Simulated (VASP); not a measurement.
# SnS2 (P-3m1) in VASP: notebook

The runs below take SnS2 through single point, with PBE.

All numbers are computed with VASP 6.6.1; they aren't measurements. Logs are shortened: lines on timing, memory, paths and dates and some standing lists are left out, and cuts for length are marked.

### Step 1. The cell of the first run

It takes space group P-3m1 (No. 164, trigonal). Conventional cell: a = 3.639 Å, b = 3.639 Å, c = 5.868 Å, α = 90.00°, β = 90.00°, γ = 120.00°. Within 3.4 Å of Sn (site symmetry -3m) lie 6 S at 2.56 Å. S (site symmetry 3m) has 3 Sn at 2.56 Å within 3.4 Å.

### Step 2. Single point, PBE

File INCAR:

```
ALGO = Normal ; EDIFF = 1E-6
ENCUT = 500 ; GGA = PE
GGA_COMPAT = False ; ISIF = 2
ISMEAR = 0 ; LASPH = True
LCHARG = False ; LREAL = False
LWAVE = False ; NBANDS = 20
NELM = 120 ; PREC = Accurate
SIGMA = 0.01
```

File KPOINTS:

```
k-points
0
Gamma
  6 6 4
```

File POSCAR:

```
SnS2
1.0
    3.6390000000      0.0000000000      0.0000000000
   -1.8195000000      3.1514664444      0.0000000000
    0.0000000000      0.0000000000      5.8680000000
Sn S
1 2
Direct
    0.0000000000      0.0000000000      0.0000000000
    0.3333330000      0.6666670000      0.2500000000
    0.6666670000      0.3333330000      0.7500000000
```

Potentials or basis: VASP PAW PBE potentials, release 64 (Sn_d, S).

The run is started by

```
$ cat potpaw_PBE.64/Sn_d/POTCAR potpaw_PBE.64/S/POTCAR > POTCAR
$ mpirun -np 1 vasp_std > vasp.out
```

OUTCAR:

```text
EDIFF = 1E-6
   ENCUT = 500
   GGA = PE
   ISIF = 2
   ISMEAR = 0
   LASPH = True
   LREAL = False
   NELM = 120
   PREC = Accurate

 ion  position               nearest neighbor table
   1  0.000  0.000  0.000-   2 2.56   3 2.56   3 2.56   2 2.56   3 2.56   2 2.56
   2  0.333  0.667  0.250-   1 2.56   1 2.56   1 2.56
   3  0.667  0.333  0.750-   1 2.56   1 2.56   1 2.56

  LATTYP: Found a hexagonal cell.
 ALAT       =     3.6390000000
 C/A-ratio  =     1.6125309151

  Lattice vectors:

 A1 = (   3.6390000000,   0.0000000000,   0.0000000000)
 A2 = (  -1.8195000000,   3.1514664444,   0.0000000000)
 A3 = (   0.0000000000,   0.0000000000,   5.8680000000)

Analysis of symmetry for initial positions (statically):
=====================================================================
 Subroutine PRICEL returns:
 Original cell was already a primitive cell.

 Routine SETGRP: Setting up the symmetry group for a
 hexagonal supercell.

 Subroutine GETGRP returns: Found 12 space group operations
 (whereof 12 operations were pure point group operations)
 out of a pool of 24 trial point group operations.

The static configuration has the point symmetry D_3d.

Analysis of symmetry for dynamics (positions and initial velocities):
=====================================================================
 Subroutine PRICEL returns:
 Original cell was already a primitive cell.

 Routine SETGRP: Setting up the symmetry group for a
 hexagonal supercell.

 Subroutine GETGRP returns: Found 12 space group operations
 (whereof 12 operations were pure point group operations)
 out of a pool of 24 trial point group operations.

The dynamic configuration has the point symmetry D_3d.

 Subroutine INISYM returns: Found 12 space group operations
 (whereof 12 operations are pure point group operations),
 and found     1 'primitive' translations

----------------------------------------------------------------------------------------

                                     Primitive cell

  volume of cell :      67.2953

  direct lattice vectors                    reciprocal lattice vectors
     3.639000000  0.000000000  0.000000000     0.274800769  0.158656298  0.000000000
    -1.819500000  3.151466444  0.000000000     0.000000000  0.317312596  0.000000000
     0.000000000  0.000000000  5.868000000     0.000000000  0.000000000  0.170415815

  length of vectors
     3.639000000  3.639000000  5.868000000     0.317312596  0.317312596  0.170415815

  position of ions in fractional coordinates (direct lattice)
     0.000000000  0.000000000  0.000000000
     0.333333000  0.666667000  0.250000000
     0.666667000  0.333333000  0.750000000

  ion indices of the primitive-cell ions
   primitive index   ion index
                 1           1
                 2           2
                 3           3

----------------------------------------------------------------------------------------

 KPOINTS: k-points

Automatic generation of k-mesh.
 Grid dimensions read from file:
 generate k-points for:    6    6    4

 Generating k-lattice:

  Cartesian coordinates                     Fractional coordinates (reciprocal lattice)
     0.045800128  0.026442716  0.000000000     0.166666667  0.000000000  0.000000000
     0.000000000  0.052885433  0.000000000     0.000000000  0.166666667  0.000000000
     0.000000000  0.000000000  0.042603954     0.000000000  0.000000000  0.250000000

  Length of vectors
     0.052885433  0.052885433  0.042603954

  Shift w.r.t. Gamma in fractional coordinates (k-lattice)
     0.000000000  0.000000000  0.000000000

 Subroutine IBZKPT returns following result:
 ===========================================

 Found     24 irreducible k-points:

 Following reciprocal coordinates:
            Coordinates               Weight
  0.000000  0.000000  0.000000      1.000000
  0.166667  0.000000  0.000000      6.000000
  0.333333  0.000000  0.000000      6.000000
  0.500000  0.000000  0.000000      3.000000
  0.166667  0.166667  0.000000      6.000000
  0.333333  0.166667  0.000000     12.000000
[... 16 lines left out ...]
  0.333333  0.166667  0.500000     12.000000
  0.333333  0.333333  0.500000      2.000000
   k-points           NKPTS =     24   k-points in BZ     NKDIM =     24   number of bands    NBANDS=     20
   number of dos      NEDOS =    301   number of ions     NIONS =      3
   total plane-waves  NPLWV =  37632
   dimension x,y,z NGX =    28 NGY =   28 NGZ =   48
   dimension x,y,z NGXF=    56 NGYF=   56 NGZF=   96
   ions per type =               1   2
   NGX,Y,Z   is equivalent  to a cutoff of  12.79, 12.79, 13.60 a.u.
   NGXF,Y,Z  is equivalent  to a cutoff of  25.58, 25.58, 27.20 a.u.
 SYSTEM =  unknown system
   PREC   = accura    normal or accurate (medium, high low for compatibility)
   ISTART =      0    job   : 0-new  1-cont  2-samecut
   ICHARG =      2    charge: 1-file 2-atom 10-const
   ISPIN  =      1    spin polarized calculation?
   LNONCOLLINEAR =      F non collinear calculations
   LSORBIT =      F    spin-orbit coupling
   LASPH  =      T    aspherical Exc in radial PAW
   ENCUT  =  500.0 eV  36.75 Ry    6.06 a.u.   6.63  6.63 10.70*2*pi/ulx,y,z
   NELM   =    120;   NELMIN=  2; NELMDL= -5     # of ELM steps
   EDIFF  = 0.1E-05   stopping-criterion for ELM
   LREAL  =      F    real-space projection
   EDIFFG = 0.1E-04   stopping-criterion for IOM
   NSW    =      0    number of steps for IOM
   IBRION =     -1    ionic relax: 0-MD 1-quasi-New 2-CG
   NFREE  =      0    steps in history (QN), initial steepest desc. (CG)
   ISIF   =      2    stress and relaxation
   ISYM   =      2    0-nonsym 1-usesym 2-fastsym
   POTIM  = 0.5000    time-step for ionic-motion
   TEBEG  =    0.0;   TEEND  =   0.0 temperature during run
   PSTRESS=    0.0 pullay stress
   NELECT =      26.0000    total number of electrons
   NUPDOWN=      -1.0000    fix difference up-down
   EMIN   =  10.00;   EMAX   =-10.00  energy-range for DOS
   EFERMI =   0.00;   METHOD = LEGACY
   ISMEAR =     0;   SIGMA  =   0.01  broadening in eV -4-tet -1-fermi 0-gaus
   EFERMI_NEDOS =   21; number of points for ismear=-14 and -15
   IALGO  =     38    algorithm
   IMIX   =      4    mixing-type and parameters
     AMIX     =   0.40;   BMIX     =  1.00
     AMIX_MAG =   1.60;   BMIX_MAG =  1.00
  volume/ion in A,a.u.               =      22.43       151.38
  Fermi-wavevector in a.u.,A,eV,Ry     =   1.192352  2.253218 19.343434  1.421702
  Thomas-Fermi vector in A             =   2.328392
   LORBIT       =      0    0 simple, 1 ext, 2 COOP (PROOUT), +10 PAW based schemes
   GGA     = PE    functional components
   LHFCALC =     F    Hartree Fock is set to
   AEXX    =    0.0000 exact exchange contribution
   IVDW    =     0    specifies the selected vdW correction
   LEPSILON=     F    determine dielectric tensor
   LRPA    =     F    only Hartree local field effects (RPA)
 non-spin polarized calculation
 Gauss-broadening in eV      SIGMA  =   0.01
  energy-cutoff  :      500.00
  volume of cell :       67.30
 maximum number of plane-waves:      1737
 NGX is ok and might be reduce to    28
   NGX = 13   NGY = 13   NGZ = 21

 number of electron      26.0000007 magnetization

 Free energy of the ion-electron system (eV)
  ---------------------------------------------------
  ext. energy  EPLUGINS =         0.00000000
  ---------------------------------------------------
  free energy    TOTEN  =       -13.13335529 eV

  energy without entropy =      -13.13335529  energy(sigma->0) =      -13.13335529

 E-fermi :   4.9077     XC(G=0):  -9.6607

 val. band max:        4.7965909256   @ k =   0.0000   0.0000   0.0000
 cond. band min:       6.2787016862   @ k =   0.5000   0.0000   0.2500
 fundamental gap:      1.4821107606
 Fermi energy:         4.9076812953

 k-point     1 :       0.0000    0.0000    0.0000
  band No.  band energies     occupation
      1     -16.1464      2.00000
      2     -16.1464      2.00000
      3     -16.1026      2.00000
      4     -16.0739      2.00000
      5     -16.0739      2.00000
      6      -9.0616      2.00000
[... 12 lines left out ...]
     19      14.3550      0.00000
     20      14.3550      0.00000

 k-point     2 :       0.1667    0.0000    0.0000
  band No.  band energies     occupation
      1     -16.1646      2.00000
      2     -16.1313      2.00000
      3     -16.0918      2.00000
      4     -16.0820      2.00000
      5     -16.0717      2.00000
      6      -8.7499      2.00000
[... 12 lines left out ...]
     19      13.7875      0.00000
     20      14.6196      0.00000

 k-point     3 :       0.3333    0.0000    0.0000
  band No.  band energies     occupation
      1     -16.2069      2.00000
      2     -16.1146      2.00000
      3     -16.1056      2.00000
      4     -16.0572      2.00000
      5     -16.0532      2.00000
      6      -7.8980      2.00000
[... 12 lines left out ...]
     19      14.2001      0.00000
     20      15.2787      0.00000

 k-point     4 :       0.5000    0.0000    0.0000
  band No.  band energies     occupation
      1     -16.2291      2.00000
      2     -16.1137      2.00000
      3     -16.1129      2.00000
      4     -16.0424      2.00000
      5     -16.0372      2.00000
      6      -7.1188      2.00000
[... 12 lines left out ...]
     19      15.2747      0.00000
     20      15.8657      0.00000

 k-point     5 :       0.1667    0.1667    0.0000
  band No.  band energies     occupation
      1     -16.1852      2.00000
      2     -16.1275      2.00000
      3     -16.0928      2.00000
      4     -16.0796      2.00000
      5     -16.0537      2.00000
      6      -8.1608      2.00000
[... 12 lines left out ...]
     19      12.4435      0.00000
     20      15.6022      0.00000

 k-point     6 :       0.3333    0.1667    0.0000
  band No.  band energies     occupation
      1     -16.2062      2.00000
      2     -16.1307      2.00000
      3     -16.0998      2.00000
      4     -16.0590      2.00000
      5     -16.0407      2.00000
      6      -7.2165      2.00000
[... 12 lines left out ...]
     19      13.8305      0.00000
     20      15.3848      0.00000

 k-point     7 :       0.3333    0.3333    0.0000
  band No.  band energies     occupation
      1     -16.1709      2.00000
      2     -16.1709      2.00000
      3     -16.0729      2.00000
      4     -16.0729      2.00000
      5     -16.0489      2.00000
      6      -6.5441      2.00000
[... 12 lines left out ...]
     19      13.7846      0.00000
     20      13.7847      0.00000
[... 277 lines left out ...]
 k-point    20 :       0.3333    0.0000    0.5000
  band No.  band energies     occupation
      1     -16.2072      2.00000
      2     -16.1146      2.00000
      3     -16.1057      2.00000
      4     -16.0569      2.00000
      5     -16.0533      2.00000
      6      -7.7447      2.00000
[... 12 lines left out ...]
     19      14.9975      0.00000
     20      15.3936      0.00000

 k-point    21 :       0.5000    0.0000    0.5000
  band No.  band energies     occupation
      1     -16.2294      2.00000
      2     -16.1138      2.00000
      3     -16.1129      2.00000
      4     -16.0421      2.00000
      5     -16.0372      2.00000
      6      -7.0151      2.00000
[... 12 lines left out ...]
     19      15.5652      0.00000
     20      16.4828      0.00000

 k-point    22 :       0.1667    0.1667    0.5000
  band No.  band energies     occupation
      1     -16.1854      2.00000
      2     -16.1276      2.00000
      3     -16.0929      2.00000
      4     -16.0795      2.00000
      5     -16.0536      2.00000
      6      -7.9992      2.00000
[... 12 lines left out ...]
     19      13.4844      0.00000
     20      14.5310      0.00000

 k-point    23 :       0.3333    0.1667    0.5000
  band No.  band energies     occupation
      1     -16.2065      2.00000
      2     -16.1308      2.00000
      3     -16.0999      2.00000
      4     -16.0589      2.00000
      5     -16.0406      2.00000
      6      -7.1005      2.00000
[... 12 lines left out ...]
     19      14.0568      0.00000
     20      15.0767      0.00000

 k-point    24 :       0.3333    0.3333    0.5000
  band No.  band energies     occupation
      1     -16.1711      2.00000
      2     -16.1711      2.00000
      3     -16.0729      2.00000
      4     -16.0729      2.00000
      5     -16.0488      2.00000
      6      -6.5242      2.00000
[... 12 lines left out ...]
     19      14.4206      0.00000
     20      14.4794      0.00000

------------------------ aborting loop because EDIFF is reached ----------------------------------------

  FORCE on cell =-STRESS in cart. coord.  units (eV):
  Direction    XX          YY          ZZ          XY          YZ          ZX
  --------------------------------------------------------------------------------------
  -------------------------------------------------------------------------------------
  Total        1.8266711      1.8266711      1.6428078      0.0000000      0.0000000     -0.0000000
  in kB       43.4896685     43.4896685     39.1122216      0.0000000      0.0000000     -0.0000000
  external PRESSURE =      42.0305195 kB  Pullay stress =       0.0000000 kB

 VOLUME and BASIS-vectors are now :
 -----------------------------------------------------------------------------
  energy-cutoff  :      500.00
  volume of cell :       67.30
      direct lattice vectors                 reciprocal lattice vectors
     3.639000000  0.000000000  0.000000000     0.274800769  0.158656298  0.000000000
    -1.819500000  3.151466444  0.000000000     0.000000000  0.317312596  0.000000000
     0.000000000  0.000000000  5.868000000     0.000000000  0.000000000  0.170415815

 POSITION                                       TOTAL-FORCE (eV/Angst)
 -----------------------------------------------------------------------------------
      0.00000      0.00000      0.00000        -0.000000      0.000000      0.000000
     -0.00000      2.10098      1.46700         0.000000      0.000000      0.235913
      1.81950      1.05049      4.40100        -0.000000     -0.000000     -0.235913
 -----------------------------------------------------------------------------------
    total drift:                               -0.000000      0.000000      0.000000

  FREE ENERGIE OF THE ION-ELECTRON SYSTEM (eV)
  ---------------------------------------------------
  free  energy   TOTEN  =       -13.1333552917 eV

  energy  without entropy=      -13.1333552917  energy(sigma->0) =      -13.13335529
```

Wall time 53 s (1 thread of Intel Xeon 8259CL, shared host); peak memory 0.19 GiB.

Results:

```yaml
Free_energy: -13.1334 eV
Pressure: 4.2 GPa
Largest_force: 0.236 eV/Å
Band_gap_on_the_k_mesh: 1.48 eV (least direct gap 1.95 eV)
```

Forces on the atoms (eV/Å):
```
Sn   0.000  0.000  0.000
S    0.000  0.000  0.236
S    0.000  0.000 -0.236
```

Caveat: the cell stands under pressure; spin-orbit coupling is left out, which moves the levels of the heavy elements; this functional lacks dispersion, which binds layers or chains, so the pressure and a relaxed spacing across them are unreliable.

### Step 3. Single point, PBE, non-collinear spin, zero start, spin-orbit coupling

File INCAR:

```
PREC = Accurate ; ENCUT = 500
EDIFF = 1E-6 ; ISMEAR = 0
SIGMA = 0.01 ; LREAL = F
LASPH = T ; NELM = 200
ALGO = Normal ; ISIF = 2
LWAVE = F ; LCHARG = T
MAGMOM = 0 0 0 0 0 0 0 0 0 ; LORBIT = 11
LSORBIT = T ; GGA_COMPAT = F
LORBMOM = T ; GGA = PE
LVHAR = T ; NBANDS = 39
```

File KPOINTS:

```
regular mesh
0
Gamma
  6 6 4
```

POSCAR is that of step 2.

Potentials or basis: VASP PAW PBE potentials, release 64 (Sn_d, S).

The run is started by

```
$ cat potpaw_PBE.64/Sn_d/POTCAR potpaw_PBE.64/S/POTCAR > POTCAR
$ mpirun -np 1 vasp_ncl > vasp.out
```

It took 4.9 min on 1 thread of Intel Xeon 8259CL, shared host; peak memory 0.37 GiB.

Results (log left out):

| Item | Value |
| --- | --- |
| Free energy | -13.1783 eV |
| Pressure | 4.2 GPa |
| Largest force | 0.234 eV/Å |
| Net moment | 0.00 μB per cell |
| Valence electrons inside the program's atomic spheres | Sn 12.23; S 3.71 |

Forces in eV/Å, atoms in the order of the input:
```
Sn   0.000  0.000  0.000
S    0.000  0.000  0.234
S    0.000  0.000 -0.234
```

Stress tensor (GPa, compression positive):
```
4.33 0.00 0.00
0.00 4.33 0.00
0.00 0.00 3.89
```

Moments on the atoms (μB; x, y, z):
```
Sn  0.00 0.00 0.00
S   0.00 0.00 0.00
S   0.00 0.00 0.00
```

Caveat: the cell stands under pressure; this functional lacks dispersion, which binds layers or chains, so the pressure and a relaxed spacing across them are unreliable.
